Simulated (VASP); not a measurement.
# C (P-1) in VASP: notebook, part 2 of 2

VASP 6.6.1.

### 5 Single point, PBE+D3(BJ)

This run uses another cell than the first one, of 8.57 Å³/atom.

File INCAR:

```
PREC = Accurate ; ENCUT = 520
EDIFF = 1E-6 ; ISMEAR = 0
SIGMA = 0.05 ; LREAL = False
LASPH = True ; NELM = 80
ALGO = Normal ; ISIF = 2
LWAVE = False ; LCHARG = True
GGA = PE ; IVDW = 12
LELF = True ; LVHAR = True
NBANDS = 31
```

File KPOINTS:

```
Automatic mesh
0
Gamma
  7 11 3
```

File POSCAR:

```
C
1.0
    0.0000000000      1.4231666446     -3.3613878322
   -2.4649969361      0.0000000000      0.0000000000
    2.6704133475      9.8045042690      1.2836137018
C
10
Direct
    0.0415754697      0.5684157553      0.8939222356
    0.7264615393      0.6744641919      0.0687361772
    0.8052400219      0.3979520828      0.2750326918
   -0.1159814955      1.1214399736      0.4813292064
   -0.0372030129      0.8449278644      0.6876257210
    0.7523169433      0.2490236989      0.1375603374
   -0.1689045742      0.9725115897      0.3438568521
   -0.0901260916      0.6959994806      0.5501533667
   -0.0113476090      1.4194873714      0.7564498813
    0.0674308736      1.1429752622      0.9627463959
```

Potentials or basis: VASP PAW PBE potentials, release 64 (C).

The run is started by

```
$ cat potpaw_PBE.64/C/POTCAR > POTCAR
$ mpirun -np 1 vasp_std > vasp.out
```

OUTCAR:

```text
PREC = Accurate
   ENCUT = 520
   EDIFF = 1E-6
   ISMEAR = 0
   LREAL = False
   LASPH = True
   NELM = 80
   ISIF = 2
   GGA = PE
   IVDW = 12
 IVDW          = 12

 ion  position               nearest neighbor table
   1  0.042  0.568  0.894-  10 1.42  10 1.42   9 1.42   2 1.81
   2  0.726  0.674  0.069-   6 1.42   6 1.42  10 1.73   1 1.81  10 2.00
   3  0.805  0.398  0.275-   7 1.42   7 1.42   6 1.42
   4  0.884  0.121  0.481-   8 1.42   8 1.42   7 1.42
[... 1048 lines left out ...]
  Total       4.06560     2.31958     2.58985     2.22272     0.46382     3.23397
  in kB      75.97051    43.34414    48.39435    41.53414     8.66699    60.43062
  external pressure =       55.90 kB  Pullay stress =        0.00 kB

 VOLUME and BASIS-vectors are now :
 -----------------------------------------------------------------------------
  energy-cutoff  :      520.00
  volume of cell :       85.74
      direct lattice vectors                 reciprocal lattice vectors
     0.000000000  1.423166645 -3.361387832     0.000000000  0.036902908 -0.281871970
    -2.464996936  0.000000000  0.000000000    -0.405680017  0.104690429  0.044324527
     2.670413347  9.804504269  1.283613702     0.000000000  0.096637320  0.040914948

 POSITION                                       TOTAL-FORCE (eV/Angst)
 -----------------------------------------------------------------------------------
      0.98600      8.82363      1.00770        -0.136092      0.559235      0.963844
     -1.47900      1.70780     -2.35369         2.184613     -0.148864      3.726545
     -0.24650      3.84255     -2.35369         0.105341      1.295435     -0.068302
      0.98600      5.97730     -2.35369         0.002682      0.295470      0.050592
     -0.24650      8.11205     -2.35369        -0.013335      0.584153     -0.020631
     -0.24650      2.41938     -2.35225         0.136092     -0.559235     -0.963844
     -1.47900      4.55413     -2.35225         0.013335     -0.584153      0.020631
     -0.24650      6.68888     -2.35225        -0.002682     -0.295470     -0.050592
      0.98600      8.82363     -2.35225        -0.105341     -1.295435      0.068302
      2.21850      9.53522      1.00913        -2.184613      0.148864     -3.726545
 -----------------------------------------------------------------------------------
    total drift:                                0.000061     -0.000021     -0.000003

  FREE ENERGIE OF THE ION-ELECTRON SYSTEM (eV)
  ---------------------------------------------------
  free  energy   TOTEN  =       -86.7965060059 eV

  energy  without entropy=      -86.7950644618  energy(sigma->0) =      -86.79578523
```

OSZICAR:

```text
N       E                     dE             d eps       ncg     rms          rms(c)
DAV:   1     0.133321652264E+03    0.13332E+03   -0.20416E+04  7192   0.120E+03
DAV:   2    -0.799267105065E+02   -0.21325E+03   -0.20610E+03  9154   0.252E+02
DAV:   3    -0.902929681145E+02   -0.10366E+02   -0.10273E+02  9336   0.537E+01
DAV:   4    -0.904338927111E+02   -0.14092E+00   -0.14072E+00  9631   0.697E+00
DAV:   5    -0.904368748578E+02   -0.29821E-02   -0.29815E-02  9403   0.957E-01    0.137E+01
DAV:   6    -0.865237818075E+02    0.39131E+01   -0.39970E+00  8795   0.963E+00    0.802E+00
DAV:   7    -0.853384612126E+02    0.11853E+01   -0.39484E+00  8936   0.908E+00    0.239E+00
DAV:   8    -0.853468810420E+02   -0.84198E-02   -0.20206E-01  9371   0.247E+00    0.126E+00
DAV:   9    -0.853485995019E+02   -0.17185E-02   -0.33941E-02  8972   0.959E-01    0.124E-01
DAV:  10    -0.853488809006E+02   -0.28140E-03   -0.14591E-03  9482   0.214E-01    0.713E-02
DAV:  11    -0.853490272699E+02   -0.14637E-03   -0.26276E-04  9303   0.929E-02    0.297E-02
DAV:  12    -0.853490931735E+02   -0.65904E-04   -0.68980E-05  8977   0.485E-02    0.112E-02
DAV:  13    -0.853490982780E+02   -0.51045E-05   -0.89657E-06  9166   0.171E-02    0.328E-03
DAV:  14    -0.853490989216E+02   -0.64361E-06   -0.10702E-06  6547   0.619E-03
   1 F= -.86796506E+02 E0= -.86795785E+02  d E =-.144154E-02
```

It took 2.6 min on 1 thread of Intel Xeon Platinum 8559C (Emerald Rapids), shared host; peak memory 0.32 GiB.

Results:

- Free energy: -86.7965 eV
- Pressure: 5.6 GPa
- Largest force: 4.322 eV/Å
- Band gap on the k mesh: zero (bands 20 and 21 overlap by 1.95 eV)
- Dispersion energy per atom: -0.145 eV

Forces on the atoms (eV/Å):
```
C   -0.136  0.559  0.964
C    2.185 -0.149  3.727
C    0.105  1.295 -0.068
C    0.003  0.295  0.051
C   -0.013  0.584 -0.021
C    0.136 -0.559 -0.964
C    0.013 -0.584  0.021
C   -0.003 -0.295 -0.051
C   -0.105 -1.295  0.068
C   -2.185  0.149 -3.727
```

Levels at points of the mesh, in eV from the Fermi level:
| k point | band 18 | band 19 | band 20 | band 21 | band 22 | band 23 |
| --- | --- | --- | --- | --- | --- | --- |
| (0.00, 0.00, 0.00) | -3.87 | -3.58 | -0.87 | 1.34 | 1.98 | 3.93 |

Caveat: the cell stands under pressure; forces of over 1 eV/Å act on the atoms, so gaps and moduli don't describe the material at rest.

### 6 Single point, PBE+D3(BJ)

This run uses another cell than the first one, of 8.57 Å³/atom.

File INCAR:

```
SYSTEM = C
  PREC = Accurate
  ENCUT = 520
  EDIFF = 1E-6
  ISMEAR = 0
  SIGMA = 0.05
  LREAL = .False.
  LASPH = .True.
  NELM = 60
  ALGO = Normal
  ISIF = 2
  LWAVE = .False.
  LCHARG = .False.
  GGA = PE
  IVDW = 12
  NBANDS = 31
```

File KPOINTS:

```
Automatic mesh
0
Gamma
  7 11 3
  0 0 0
```

File POSCAR:

```
C
1.0
    0.0000000000      1.4231666446     -3.3613878322
   -2.4649969361      0.0000000000      0.0000000000
    1.8487477021      9.3301153875      2.4040763126
C
10
Direct
    0.3395495482      0.2704416767      0.8939222356
    0.7493735984      0.6515521329      0.0687361772
    0.8969175858      0.3062745188      0.2750326918
    0.0444615733      0.9609969048      0.4813292064
    0.1920055607      0.6157192908      0.6876257210
    0.7981703891      0.2031702531      0.1375603374
   -0.0542856235      0.8578926390      0.3438568521
    0.0932583640      0.5126150250      0.5501533667
    0.2408023514      1.1673374110      0.7564498813
    0.3883463389      0.8220597969      0.9627463959
```

Potentials or basis: VASP PAW PBE potentials, release 64 (C).

The run is started by

```
$ cat potpaw_PBE.64/C/POTCAR > POTCAR
$ mpirun -np 1 vasp_std > vasp.out
```

OUTCAR:

```text
SYSTEM = C
   PREC = Accurate
   ENCUT = 520
   EDIFF = 1E-6
   ISMEAR = 0
   LREAL = .False.
   LASPH = .True.
   NELM = 60
   ISIF = 2
   GGA = PE
   IVDW = 12
 IVDW          = 12

 ion  position               nearest neighbor table
   1  0.340  0.270  0.894-  10 1.42  10 1.42   9 1.42
   2  0.749  0.652  0.069-   6 1.42   6 1.42  10 1.89
   3  0.897  0.306  0.275-   7 1.42   7 1.42   6 1.42
   4  0.044  0.961  0.481-   8 1.42   8 1.42   7 1.42
   5  0.192  0.616  0.688-   9 1.42   9 1.42   8 1.42
   6  0.798  0.203  0.138-   2 1.42   2 1.42   3 1.42
   7  0.946  0.858  0.344-   3 1.42   3 1.42   4 1.42
   8  0.093  0.513  0.550-   4 1.42   4 1.42   5 1.42
   9  0.241  0.167  0.756-   5 1.42   5 1.42   1 1.42
  10  0.388  0.822  0.963-   1 1.42   1 1.42   2 1.89

  LATTYP: Found a triclinic cell.
 ALAT       =     3.6502508759
 B/A-ratio  =     1.2066580387
 C/A-ratio  =     2.6876597066
 COS(alpha) =     0.0148134635
 COS(beta)  =     0.1451296288
 COS(gamma) =     0.8287352075

  Lattice vectors:

 A1 = (   0.0000000000,   1.4231666446,  -3.3613878322)
 A2 = (  -2.4649969361,   1.4231666446,  -3.3613878322)
 A3 = (   1.8487477021,   9.3301153875,   2.4040763126)

Analysis of symmetry for initial positions (statically):
=====================================================================
 Subroutine PRICEL returns:
 Original cell was already a primitive cell.

 Routine SETGRP: Setting up the symmetry group for a
 triclinic supercell.

 Subroutine GETGRP returns: Found  2 space group operations
 (whereof  1 operations were pure point group operations)
 out of a pool of  2 trial point group operations.

The static configuration has the point symmetry C_1 .
 The point group associated with its full space group is S_2 .

Analysis of symmetry for dynamics (positions and initial velocities):
=====================================================================
 Subroutine PRICEL returns:
 Original cell was already a primitive cell.

 Routine SETGRP: Setting up the symmetry group for a
 triclinic supercell.

 Subroutine GETGRP returns: Found  2 space group operations
 (whereof  1 operations were pure point group operations)
 out of a pool of  2 trial point group operations.

The dynamic configuration has the point symmetry C_1 .
 The point group associated with its full space group is S_2 .

 Subroutine INISYM returns: Found  2 space group operations
 (whereof  1 operations are pure point group operations),
 and found     1 'primitive' translations

----------------------------------------------------------------------------------------

                                     Primitive cell

  volume of cell :      85.7413

  direct lattice vectors                    reciprocal lattice vectors
     0.000000000  1.423166645 -3.361387832     0.000000000  0.069115348 -0.268233654
    -2.464996936  0.000000000  0.000000000    -0.405680017  0.072477990  0.030686211
     1.848747702  9.330115387  2.404076313     0.000000000  0.096637320  0.040914948

[... 58 lines left out ...]
  0.285714  0.000000 -0.000000      2.000000
  0.428571  0.000000  0.000000      2.000000
 -0.000000  0.090909 -0.000000      2.000000
  0.142857  0.090909 -0.000000      2.000000
[... 16 lines left out ...]
 -0.428571  0.272727  0.000000      2.000000
 -0.285714  0.272727 -0.000000      2.000000
 [... further k-points ...]
   k-points           NKPTS =    116   k-points in BZ     NKDIM =    116   number of bands    NBANDS=     31
   number of dos      NEDOS =    301   number of ions     NIONS =     10
   total plane-waves  NPLWV =  40320
   dimension x,y,z NGX =    28 NGY =   18 NGZ =   80
   dimension x,y,z NGXF=    56 NGYF=   36 NGZF=  160
   ions per type =              10
   NGX,Y,Z   is equivalent  to a cutoff of  12.75, 12.14, 13.56 a.u.
   NGXF,Y,Z  is equivalent  to a cutoff of  25.50, 24.28, 27.11 a.u.
 SYSTEM =  C
   PREC   = accura    normal or accurate (medium, high low for compatibility)
   ISTART =      0    job   : 0-new  1-cont  2-samecut
   ICHARG =      2    charge: 1-file 2-atom 10-const
   ISPIN  =      1    spin polarized calculation?
   LNONCOLLINEAR =      F non collinear calculations
   LSORBIT =      F    spin-orbit coupling
   LASPH  =      T    aspherical Exc in radial PAW
   ENCUT  =  520.0 eV  38.22 Ry    6.18 a.u.   6.79  4.58 18.24*2*pi/ulx,y,z
   NELM   =     60;   NELMIN=  2; NELMDL= -5     # of ELM steps
   EDIFF  = 0.1E-05   stopping-criterion for ELM
   LREAL  =      F    real-space projection
   EDIFFG = 0.1E-04   stopping-criterion for IOM
   NSW    =      0    number of steps for IOM
   IBRION =     -1    ionic relax: 0-MD 1-quasi-New 2-CG
   NFREE  =      0    steps in history (QN), initial steepest desc. (CG)
   ISIF   =      2    stress and relaxation
   ISYM   =      2    0-nonsym 1-usesym 2-fastsym
   POTIM  = 0.5000    time-step for ionic-motion
   TEBEG  =    0.0;   TEEND  =   0.0 temperature during run
   PSTRESS=    0.0 pullay stress
   NELECT =      40.0000    total number of electrons
   NUPDOWN=      -1.0000    fix difference up-down
   EMIN   =  10.00;   EMAX   =-10.00  energy-range for DOS
   EFERMI =   0.00;   METHOD = LEGACY
   ISMEAR =     0;   SIGMA  =   0.05  broadening in eV -4-tet -1-fermi 0-gaus
   EFERMI_NEDOS =   21; number of points for ismear=-14 and -15
   IALGO  =     38    algorithm
   IMIX   =      4    mixing-type and parameters
     AMIX     =   0.40;   BMIX     =  1.00
     AMIX_MAG =   1.60;   BMIX_MAG =  1.00
  volume/ion in A,a.u.               =       8.57        57.86
  Fermi-wavevector in a.u.,A,eV,Ry     =   1.269691  2.399369 21.934167  1.612116
  Thomas-Fermi vector in A             =   2.402719
   LORBIT       =      0    0 simple, 1 ext, 2 COOP (PROOUT), +10 PAW based schemes
   GGA     = PE    functional components
   LHFCALC =     F    Hartree Fock is set to
   AEXX    =    0.0000 exact exchange contribution
   IVDW    =    12    specifies the selected vdW correction
   LEPSILON=     F    determine dielectric tensor
   LRPA    =     F    only Hartree local field effects (RPA)
 non-spin polarized calculation
 Gauss-broadening in eV      SIGMA  =   0.05
  energy-cutoff  :      520.00
  volume of cell :       85.74
 maximum number of plane-waves:      2335
   NGX = 13   NGY =  9   NGZ = 37

 number of electron      39.9999996 magnetization

 Free energy of the ion-electron system (eV)
  ---------------------------------------------------
  ext. energy  EPLUGINS =         0.00000000
  ---------------------------------------------------
  free energy    TOTEN  =       -88.21874397 eV

  energy without entropy =      -88.21809663  energy(sigma->0) =      -88.21842030

 E-fermi :   4.8583     XC(G=0): -10.5888

 val. band max:        4.8385430990   @ k =  -0.4286  -0.2727   0.3333
 cond. band min:       4.8682521036   @ k =   0.1429  -0.3636   0.3333
 fundamental gap:      0.0297090047
 Fermi energy:         4.8583498727

 k-point     1 :       0.0000    0.0000    0.0000
  band No.  band energies     occupation
      1     -14.6220      2.00000
      2     -13.6765      2.00000
      3     -13.4430      2.00000
      4     -10.8371      2.00000
      5     -10.4274      2.00000
      6      -6.4063      2.00000
[... 805 lines left out ...]
     30      14.5422      0.00000
     31      15.0780      0.00000

 [... further k-points ...]

------------------------ aborting loop because EDIFF is reached ----------------------------------------

 Edisp (eV)   -1.64607

 E8    (eV) :    -0.4688

  FORCE on cell =-STRESS in cart. coord.  units (eV):
  Direction    XX          YY          ZZ          XY          YZ          ZX
  --------------------------------------------------------------------------------------
  -------------------------------------------------------------------------------------
  Total      -1.51897    -1.10258     0.19367    -7.86245     2.74603     2.62164
  in kB     -28.38379   -20.60301     3.61898  -146.91917    51.31282    48.98846
  external pressure =      -15.12 kB  Pullay stress =        0.00 kB

 VOLUME and BASIS-vectors are now :
 -----------------------------------------------------------------------------
  energy-cutoff  :      520.00
  volume of cell :       85.74
      direct lattice vectors                 reciprocal lattice vectors
     0.000000000  1.423166645 -3.361387832     0.000000000  0.069115348 -0.268233654
    -2.464996936  0.000000000  0.000000000    -0.405680017  0.072477990  0.030686211
     1.848747702  9.330115387  2.404076313     0.000000000  0.096637320  0.040914948

 POSITION                                       TOTAL-FORCE (eV/Angst)
 -----------------------------------------------------------------------------------
      0.98600      8.82363      1.00770        -0.192540      0.352861     -0.622998
     -1.47900      1.70780     -2.35369        -3.960949     -0.435729      3.437834
     -0.24650      3.84255     -2.35369        -0.501037      0.210714     -0.580749
     -1.47900      4.55413      1.00770        -0.056052      0.020548      0.079741
     -0.24650      6.68888      1.00770        -0.047997      0.043343      0.000701
     -0.24650      2.41938     -2.35225         0.192540     -0.352861      0.622998
     -1.47900      4.55413     -2.35225         0.047997     -0.043343     -0.000701
     -0.24650      5.26572      1.00913         0.056052     -0.020548     -0.079741
      0.98600      7.40047      1.00913         0.501037     -0.210714      0.580749
     -0.24650      9.53522      1.00913         3.960949      0.435729     -3.437834
 -----------------------------------------------------------------------------------
    total drift:                                0.000001     -0.000003     -0.000003

  FREE ENERGIE OF THE ION-ELECTRON SYSTEM (eV)
  ---------------------------------------------------
  free  energy   TOTEN  =       -89.8648139307 eV

  energy  without entropy=      -89.8641665882  energy(sigma->0) =      -89.86449026
```

Run time: 2.5 min. Hardware: 1 thread of Intel Xeon Platinum 8559C (Emerald Rapids), shared host; peak memory 0.32 GiB.

What came out:

* Free energy: -89.8648 eV
* Pressure: -1.5 GPa
* Largest force: 5.263 eV/Å
* Band gap on the k mesh: zero (bands 20 and 21 overlap by 0.06 eV)
* Dispersion energy per atom: -0.165 eV

Forces on the atoms (eV/Å):
```
C   -0.193  0.353 -0.623
C   -3.961 -0.436  3.438
C   -0.501  0.211 -0.581
C   -0.056  0.021  0.080
C   -0.048  0.043  0.001
C    0.193 -0.353  0.623
C    0.048 -0.043 -0.001
C    0.056 -0.021 -0.080
C    0.501 -0.211  0.581
C    3.961  0.436 -3.438
```

Stress tensor (GPa, compression positive):
```
 -2.84 -14.69   4.90
-14.69  -2.06   5.13
  4.90   5.13   0.36
```

Caveat: forces of over 1 eV/Å act on the atoms, so gaps and moduli don't describe the material at rest.

### 7 The runs side by side

| cell | gap on the mesh (eV) | pressure (GPa) | largest force (eV/Å) |
| --- | --- | --- | --- |
| a = 3.650, b = 2.465, c = 13.303 Å, angles 98.9, 82.5, 90.0°, 10 atoms | none | 0.0 | 2.62 |
| a = 3.650, b = 2.465, c = 10.380 Å, angles 106.1, 73.5, 90.0°, 10 atoms | none | 10.7 | 6.11 |
| a = 3.650, b = 2.465, c = 9.900 Å, angles 102.0, 79.9, 90.0°, 10 atoms | none | 1.0 | 3.80 |
| a = 3.650, b = 2.465, c = 10.242 Å, angles 105.1, 75.1, 90.0°, 10 atoms | none | 5.6 | 4.32 |
| a = 3.650, b = 2.465, c = 9.811 Å, angles 100.9, 81.7, 90.0°, 10 atoms | none | -1.5 | 5.26 |

Alike in all rows: task single point; level PBE+D3(BJ); potentials or basis VASP PAW PBE potentials, release 64 (C); no spin polarisation; k mesh 7 × 11 × 3; cutoff (eV) 520; smearing gaussian 0.05 eV.

Caveats: forces of over 1 eV/Å act on the atoms, so gaps and moduli don't describe the material at rest; the cell stands under pressure (at least some runs).

Total energies depend on the potentials used, so only differences within one code and one set of settings carry meaning.
